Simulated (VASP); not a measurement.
# Au (Fm-3m) in VASP: a series of runs

The runs below take Au through single point, relaxation of cell and atoms, with PBE.

All numbers are computed with VASP 6.6.1; they aren't measurements. Logs are shortened: lines on timing, memory, paths and dates and some standing lists are left out, and cuts for length are marked.

## (1) The cell of the first run

Symmetry: Fm-3m, No. 225, cubic system. Conventional cell: a = 4.131 Å, b = 4.131 Å, c = 4.131 Å, α = 90.00°, β = 90.00°, γ = 90.00°. Au (site symmetry m-3m) has 12 Au at 2.92 Å within 3.8 Å.

## (2) Single point, PBE

INCAR reads:

```
PREC = Accurate
ENCUT = 520
EDIFF = 1E-6
ISMEAR = 0
SIGMA = 0.1
LREAL = False
LASPH = True
NELM = 80
ALGO = Normal
ISIF = 2
LWAVE = False
LCHARG = False
GGA = PE
NBANDS = 12
```

KPOINTS reads:

```
Automatic mesh
0
Gamma
  18 18 18
```

POSCAR reads:

```
Au
1.0
    0.0000000000      2.0653779958      2.0653779958
    2.0653779958      0.0000000000      2.0653779958
    2.0653779958      2.0653779958      0.0000000000
Au
1
Direct
    0.0000000000      0.0000000000      0.0000000000
```

Potentials or basis: VASP PAW PBE potentials, release 64 (Au).

Launch:

```console
> cat potpaw_PBE.64/Au/POTCAR > POTCAR
> mpirun -np 1 vasp_std > vasp.out
```

OUTCAR:

```text
PREC = Accurate
   ENCUT = 520
   EDIFF = 1E-6
   ISMEAR = 0
   LREAL = False
   LASPH = True
   NELM = 80
   ISIF = 2
   GGA = PE

 ion  position               nearest neighbor table
   1  0.000  0.000  0.000-

  LATTYP: Found a face centered cubic cell.
 ALAT       =     4.1307559916

  Lattice vectors:

 A1 = (   0.0000000000,   2.0653779958,   2.0653779958)
 A2 = (   2.0653779958,   0.0000000000,   2.0653779958)
 A3 = (   2.0653779958,   2.0653779958,   0.0000000000)

Analysis of symmetry for initial positions (statically):
=====================================================================
 Subroutine PRICEL returns:
 Original cell was already a primitive cell.

 Routine SETGRP: Setting up the symmetry group for a
 face centered cubic supercell.

 Subroutine GETGRP returns: Found 48 space group operations
 (whereof 48 operations were pure point group operations)
 out of a pool of 48 trial point group operations.

The static configuration has the point symmetry O_h .

Analysis of symmetry for dynamics (positions and initial velocities):
=====================================================================
 Subroutine PRICEL returns:
 Original cell was already a primitive cell.

 Routine SETGRP: Setting up the symmetry group for a
 face centered cubic supercell.

 Subroutine GETGRP returns: Found 48 space group operations
 (whereof 48 operations were pure point group operations)
 out of a pool of 48 trial point group operations.

The dynamic configuration has the point symmetry O_h .

 Subroutine INISYM returns: Found 48 space group operations
 (whereof 48 operations are pure point group operations),
 and found     1 'primitive' translations

----------------------------------------------------------------------------------------

                                     Primitive cell

  volume of cell :      17.6209

  direct lattice vectors                    reciprocal lattice vectors
     0.000000000  2.065377996  2.065377996    -0.242086437  0.242086437  0.242086437
     2.065377996  0.000000000  2.065377996     0.242086437 -0.242086437  0.242086437
     2.065377996  2.065377996  0.000000000     0.242086437  0.242086437 -0.242086437

  length of vectors
     2.920885573  2.920885573  2.920885573     0.419306009  0.419306009  0.419306009

  position of ions in fractional coordinates (direct lattice)
     0.000000000  0.000000000  0.000000000

  ion indices of the primitive-cell ions
   primitive index   ion index
                 1           1

----------------------------------------------------------------------------------------

 KPOINTS: Automatic mesh

Automatic generation of k-mesh.
 Grid dimensions read from file:
 generate k-points for:   18   18   18

 Generating k-lattice:

  Cartesian coordinates                     Fractional coordinates (reciprocal lattice)
    -0.013449246  0.013449246  0.013449246     0.055555556  0.000000000  0.000000000
     0.013449246 -0.013449246  0.013449246     0.000000000  0.055555556  0.000000000
     0.013449246  0.013449246 -0.013449246     0.000000000  0.000000000  0.055555556

  Length of vectors
     0.023294778  0.023294778  0.023294778

  Shift w.r.t. Gamma in fractional coordinates (k-lattice)
     0.000000000  0.000000000  0.000000000

 Subroutine IBZKPT returns following result:
 ===========================================

 Found    195 irreducible k-points:

 Following reciprocal coordinates:
            Coordinates               Weight
  0.000000  0.000000  0.000000      1.000000
  0.055556  0.000000  0.000000      8.000000
  0.111111  0.000000  0.000000      8.000000
  0.166667  0.000000  0.000000      8.000000
  0.222222  0.000000  0.000000      8.000000
  0.277778  0.000000  0.000000      8.000000
[... 16 lines left out ...]
 -0.277778  0.055556  0.000000     24.000000
 -0.222222  0.055556  0.000000     24.000000
 [... further k-points ...]
   k-points           NKPTS =    195   k-points in BZ     NKDIM =    195   number of bands    NBANDS=     12
   number of dos      NEDOS =    301   number of ions     NIONS =      1
   total plane-waves  NPLWV =  13824
   dimension x,y,z NGX =    24 NGY =   24 NGZ =   24
   dimension x,y,z NGXF=    48 NGYF=   48 NGZF=   48
   ions per type =               1
   NGX,Y,Z   is equivalent  to a cutoff of  13.66, 13.66, 13.66 a.u.
   NGXF,Y,Z  is equivalent  to a cutoff of  27.32, 27.32, 27.32 a.u.
 SYSTEM =  unknown system
   PREC   = accura    normal or accurate (medium, high low for compatibility)
   ISTART =      0    job   : 0-new  1-cont  2-samecut
   ICHARG =      2    charge: 1-file 2-atom 10-const
   ISPIN  =      1    spin polarized calculation?
   LNONCOLLINEAR =      F non collinear calculations
   LSORBIT =      F    spin-orbit coupling
   LASPH  =      T    aspherical Exc in radial PAW
   ENCUT  =  520.0 eV  38.22 Ry    6.18 a.u.   5.43  5.43  5.43*2*pi/ulx,y,z
   NELM   =     80;   NELMIN=  2; NELMDL= -5     # of ELM steps
   EDIFF  = 0.1E-05   stopping-criterion for ELM
   LREAL  =      F    real-space projection
   EDIFFG = 0.1E-04   stopping-criterion for IOM
   NSW    =      0    number of steps for IOM
   IBRION =     -1    ionic relax: 0-MD 1-quasi-New 2-CG
   NFREE  =      0    steps in history (QN), initial steepest desc. (CG)
   ISIF   =      2    stress and relaxation
   ISYM   =      2    0-nonsym 1-usesym 2-fastsym
   POTIM  = 0.5000    time-step for ionic-motion
   TEBEG  =    0.0;   TEEND  =   0.0 temperature during run
   PSTRESS=    0.0 pullay stress
   NELECT =      11.0000    total number of electrons
   NUPDOWN=      -1.0000    fix difference up-down
   EMIN   =  10.00;   EMAX   =-10.00  energy-range for DOS
   EFERMI =   0.00;   METHOD = LEGACY
   ISMEAR =     0;   SIGMA  =   0.10  broadening in eV -4-tet -1-fermi 0-gaus
   EFERMI_NEDOS =   21; number of points for ismear=-14 and -15
   IALGO  =     38    algorithm
   IMIX   =      4    mixing-type and parameters
     AMIX     =   0.40;   BMIX     =  1.00
     AMIX_MAG =   1.60;   BMIX_MAG =  1.00
  volume/ion in A,a.u.               =      17.62       118.91
  Fermi-wavevector in a.u.,A,eV,Ry     =   1.399145  2.644001 26.634872  1.957608
  Thomas-Fermi vector in A             =   2.522234
   LORBIT       =      0    0 simple, 1 ext, 2 COOP (PROOUT), +10 PAW based schemes
   GGA     = PE    functional components
   LHFCALC =     F    Hartree Fock is set to
   AEXX    =    0.0000 exact exchange contribution
   IVDW    =     0    specifies the selected vdW correction
   LEPSILON=     F    determine dielectric tensor
   LRPA    =     F    only Hartree local field effects (RPA)
 non-spin polarized calculation
 Gauss-broadening in eV      SIGMA  =   0.10
  energy-cutoff  :      520.00
  volume of cell :       17.62
 maximum number of plane-waves:       495
 NGX is ok and might be reduce to    24
   NGX = 11   NGY = 11   NGZ = 11

 number of electron      11.0000001 magnetization

 Free energy of the ion-electron system (eV)
  ---------------------------------------------------
  ext. energy  EPLUGINS =         0.00000000
  ---------------------------------------------------
  free energy    TOTEN  =        -3.21950726 eV

  energy without entropy =       -3.21820978  energy(sigma->0) =       -3.21885852

 E-fermi :   8.8886     XC(G=0): -12.5172

 val. band max:        8.8788364637   @ k =   0.5000   0.2778   0.1111
 cond. band min:       8.9079273398   @ k =   0.5000   0.1667   0.0556
 fundamental gap:      0.0290908761
 Fermi energy:         8.8886091128

 k-point     1 :       0.0000    0.0000    0.0000
  band No.  band energies     occupation
      1      -0.5803      2.00000
      2       4.4109      2.00000
      3       4.4109      2.00000
      4       4.4109      2.00000
      5       5.8386      2.00000
      6       5.8386      2.00000
      7      23.4895      0.00000
      8      27.2969      0.00000
      9      27.2969      0.00000
     10      27.2969      0.00000
     11      32.0955      0.00000
     12      36.3765      0.00000

 k-point     2 :       0.0556    0.0000    0.0000
  band No.  band energies     occupation
      1      -0.4755      2.00000
      2       4.3776      2.00000
      3       4.4463      2.00000
      4       4.4463      2.00000
      5       5.8226      2.00000
      6       5.8226      2.00000
      7      23.6077      0.00000
      8      26.5814      0.00000
      9      27.4151      0.00000
     10      27.4151      0.00000
     11      32.6768      0.00000
     12      35.0944      0.00000

 k-point     3 :       0.1111    0.0000    0.0000
  band No.  band energies     occupation
      1      -0.1695      2.00000
      2       4.2936      2.00000
      3       4.5391      2.00000
      4       4.5391      2.00000
      5       5.7904      2.00000
      6       5.7904      2.00000
      7      23.8510      0.00000
      8      25.1195      0.00000
      9      27.7463      0.00000
     10      27.7463      0.00000
     11      32.3089      0.00000
     12      34.4769      0.00000

 k-point     4 :       0.1667    0.0000    0.0000
  band No.  band energies     occupation
      1       0.3082      2.00000
      2       4.2076      2.00000
      3       4.6428      2.00000
      4       4.6428      2.00000
      5       5.7915      2.00000
      6       5.7915      2.00000
      7      22.9425      0.00000
      8      24.5377      0.00000
      9      28.2016      0.00000
     10      28.2016      0.00000
     11      30.9635      0.00000
     12      33.0838      0.00000

 k-point     5 :       0.2222    0.0000    0.0000
  band No.  band energies     occupation
      1       0.8869      2.00000
      2       4.2129      2.00000
      3       4.6874      2.00000
      4       4.6874      2.00000
      5       5.8962      2.00000
      6       5.8962      2.00000
      7      20.9494      0.00000
      8      24.5974      0.00000
      9      28.5311      0.00000
     10      28.5311      0.00000
     11      30.3430      0.00000
     12      31.9568      0.00000

 k-point     6 :       0.2778    0.0000    0.0000
  band No.  band energies     occupation
      1       1.4249      2.00000
      2       4.4692      2.00000
      3       4.6454      2.00000
      4       4.6454      2.00000
      5       6.1245      2.00000
      6       6.1245      2.00000
      7      18.7899      0.00000
      8      24.2877      0.00000
      9      28.2456      0.00000
     10      28.2456      0.00000
     11      30.7178      0.00000
     12      31.6457      0.00000

 k-point     7 :       0.3333    0.0000    0.0000
  band No.  band energies     occupation
      1       1.7597      2.00000
      2       4.5558      2.00000
      3       4.5558      2.00000
      4       5.1423      2.00000
      5       6.4178      2.00000
      6       6.4178      2.00000
      7      16.6051      0.00000
      8      23.7847      0.00000
      9      27.4140      0.00000
     10      27.4140      0.00000
     11      31.7654      0.00000
     12      32.0875      0.00000

 k-point     8 :       0.3889    0.0000    0.0000
  band No.  band energies     occupation
      1       1.8861      2.00000
      2       4.4646      2.00000
      3       4.4646      2.00000
      4       6.2089      2.00000
      5       6.6979      2.00000
      6       6.6979      2.00000
      7      14.5142      0.00000
      8      23.3310      0.00000
      9      26.5790      0.00000
     10      26.5790      0.00000
     11      32.7053      0.00000
     12      32.7053      0.00000
[... 166 lines left out ...]
 k-point    20 :      -0.4444    0.0556    0.0000
  band No.  band energies     occupation
      1       1.9917      2.00000
      2       4.3450      2.00000
      3       4.4398      2.00000
      4       6.5005      2.00000
      5       6.8798      2.00000
      6       8.3239      2.00000
      7      12.2680      0.00000
      8      23.0473      0.00000
      9      25.2398      0.00000
     10      25.9240      0.00000
     11      33.2310      0.00000
     12      33.4005      0.00000

 k-point    21 :      -0.3889    0.0556    0.0000
  band No.  band energies     occupation
      1       1.9821      2.00000
      2       4.4052      2.00000
      3       4.4849      2.00000
      4       6.0628      2.00000
      5       6.6556      2.00000
      6       7.4696      2.00000
      7      13.9101      0.00000
      8      23.2619      0.00000
      9      25.4092      0.00000
     10      26.6664      0.00000
     11      32.5279      0.00000
     12      33.1086      0.00000

 k-point    22 :      -0.3333    0.0556    0.0000
  band No.  band energies     occupation
      1       1.9058      2.00000
      2       4.4938      2.00000
      3       4.5674      2.00000
      4       5.2425      2.00000
      5       6.3481      2.00000
      6       6.9132      2.00000
      7      15.9419      0.00000
      8      23.6379      0.00000
      9      25.8805      0.00000
     10      27.7509      0.00000
     11      31.4441      0.00000
     12      32.4913      0.00000

 k-point    23 :      -0.2778    0.0556    0.0000
  band No.  band energies     occupation
      1       1.6528      2.00000
      2       4.4639      2.00000
      3       4.6646      2.00000
      4       4.6661      2.00000
      5       6.0208      2.00000
      6       6.5234      2.00000
      7      18.1109      0.00000
      8      24.0972      0.00000
      9      26.5340      0.00000
     10      29.0662      0.00000
     11      30.2748      0.00000
     12      31.6897      0.00000

 k-point    24 :      -0.2222    0.0556    0.0000
  band No.  band energies     occupation
      1       1.1681      2.00000
      2       4.1687      2.00000
      3       4.7017      2.00000
      4       4.7357      2.00000
      5       5.7540      2.00000
      6       6.2079      2.00000
      7      20.2927      0.00000
      8      24.4656      0.00000
      9      27.1398      0.00000
     10      29.5155      0.00000
     11      29.9452      0.00000
     12      31.4451      0.00000

 [... further k-points ...]
[... 5 lines left out ...]
  --------------------------------------------------------------------------------------
  -------------------------------------------------------------------------------------
  Total        0.2946609      0.2946609      0.2946609      0.0000000     -0.0000000      0.0000000
  in kB       26.7919613     26.7919613     26.7919613      0.0000000     -0.0000000      0.0000000
  external PRESSURE =      26.7919613 kB  Pullay stress =       0.0000000 kB

 VOLUME and BASIS-vectors are now :
 -----------------------------------------------------------------------------
  energy-cutoff  :      520.00
  volume of cell :       17.62
      direct lattice vectors                 reciprocal lattice vectors
     0.000000000  2.065377996  2.065377996    -0.242086437  0.242086437  0.242086437
     2.065377996  0.000000000  2.065377996     0.242086437 -0.242086437  0.242086437
     2.065377996  2.065377996  0.000000000     0.242086437  0.242086437 -0.242086437

 POSITION                                       TOTAL-FORCE (eV/Angst)
 -----------------------------------------------------------------------------------
      0.00000      0.00000      0.00000         0.000000      0.000000      0.000000
 -----------------------------------------------------------------------------------
    total drift:                               -0.000000      0.000000     -0.000000

  FREE ENERGIE OF THE ION-ELECTRON SYSTEM (eV)
  ---------------------------------------------------
  free  energy   TOTEN  =        -3.2195072647 eV

  energy  without entropy=       -3.2182097828  energy(sigma->0) =       -3.21885852
```

It took 13 s on 1 thread of Intel Xeon 6975P-C (Granite Rapids), shared host; peak memory 0.16 GiB.

What came out:

* Free energy: -3.2195 eV
* Pressure: 2.7 GPa

Levels at points of the mesh, in eV from the Fermi level:
| k point | band 4 | band 5 | band 6 | band 7 | band 8 | band 9 |
| --- | --- | --- | --- | --- | --- | --- |
| (0.00, 0.00, 0.00) | -4.48 | -3.05 | -3.05 | 14.60 | 18.41 | 18.41 |
| (0.50, 0.00, 0.00) | -1.92 | -1.92 | -0.76 | 2.93 | 14.04 | 16.92 |
| (0.50, 0.50, 0.00) | -1.61 | -1.61 | 1.15 | 5.55 | 9.95 | 9.95 |

Caveat: spin-orbit coupling is left out, which moves the levels of the heavy elements.

## (3) Single point, PBE

This run uses another cell than the first one, of 17.97 Å³/atom, 1.020 times its volume.

INCAR reads:

```
ALGO = Normal
EDIFF = 1E-6
ENCUT = 520
GGA = PE
ISIF = 2
ISMEAR = 0
LASPH = True
LCHARG = False
LREAL = False
LWAVE = False
NBANDS = 12
NELM = 100
PREC = Accurate
SIGMA = 0.1
```

KPOINTS reads:

```
k-points
0
Gamma
  18 18 18
```

POSCAR reads:

```
Au
1.0
    0.0000000000      2.0789480791      2.0789480791
    2.0789480791      0.0000000000      2.0789480791
    2.0789480791      2.0789480791      0.0000000000
Au
1
Direct
    0.0000000000      0.0000000000      0.0000000000
```

Potentials or basis: VASP PAW PBE potentials, release 64 (Au).

Launch:

```console
> cat potpaw_PBE.64/Au/POTCAR > POTCAR
> mpirun -np 1 vasp_std > vasp.out
```

Wall time 13 s (1 thread of Intel Xeon 6975P-C (Granite Rapids), shared host); peak memory 0.17 GiB.

It converged, with:

| Quantity | Value |
| --- | --- |
| Free energy | -3.2224 eV |
| Pressure | -0.2 GPa |

Levels at points of the mesh, in eV from the Fermi level:
| k point | band 2 | band 3 | band 4 | band 5 | band 6 | band 7 | band 8 | band 9 | band 10 | band 11 |
| --- | --- | --- | --- | --- | --- | --- | --- | --- | --- | --- |
| (0.00, 0.00, 0.00) | -4.37 | -4.37 | -4.37 | -2.99 | -2.99 | 14.63 | 18.32 | 18.32 | 18.32 | 23.06 |
| (0.50, 0.00, 0.00) | -4.40 | -4.40 | -1.90 | -1.90 | -0.67 | 2.84 | 14.07 | 16.78 | 16.78 | 24.18 |
| (0.50, 0.50, 0.00) | -6.25 | -1.94 | -1.60 | -1.60 | 1.22 | 5.40 | 9.90 | 9.90 | 16.69 | 19.15 |

Caveat: spin-orbit coupling is left out, which moves the levels of the heavy elements.

## (4) Single point, PBE

This run uses another cell than the first one, of 18.39 Å³/atom, 1.043 times its volume.

INCAR reads:

```
ALGO = Normal
EDIFF = 1E-6
ENCUT = 520
GGA = PE
ISIF = 2
ISMEAR = 0
LASPH = T
LCHARG = F
LREAL = F
LWAVE = F
NBANDS = 12
NELM = 80
PREC = Accurate
SIGMA = 0.1
```

KPOINTS is that of step 3.

POSCAR reads:

```
Au
1.0
    0.0000000000      2.0948120546      2.0948120546
    2.0948120546      0.0000000000      2.0948120546
    2.0948120546      2.0948120546      0.0000000000
Au
1
Direct
    0.0000000000      0.0000000000      0.0000000000
```

Launch:

```console
> cat potpaw_PBE.64/Au/POTCAR > POTCAR
> mpirun -np 1 vasp_std > vasp.out
```

Wall time 13 s (1 thread of Intel Xeon 6975P-C (Granite Rapids), shared host); peak memory 0.17 GiB.

The run converged. Its results:

| Quantity | Value |
| --- | --- |
| Free energy | -3.2181 eV |
| Pressure | -3.2 GPa |

Levels at points of the mesh, in eV from the Fermi level:
| k point | band 4 | band 5 | band 6 | band 7 | band 8 | band 9 |
| --- | --- | --- | --- | --- | --- | --- |
| (0.00, 0.00, 0.00) | -4.25 | -2.92 | -2.92 | 14.66 | 18.22 | 18.22 |
| (0.50, 0.00, 0.00) | -1.87 | -1.87 | -0.55 | 2.74 | 14.09 | 16.61 |
| (0.50, 0.50, 0.00) | -1.59 | -1.59 | 1.29 | 5.24 | 9.85 | 9.85 |

Caveat: spin-orbit coupling is left out, which moves the levels of the heavy elements.

(Part 1 of 2 ends here.)
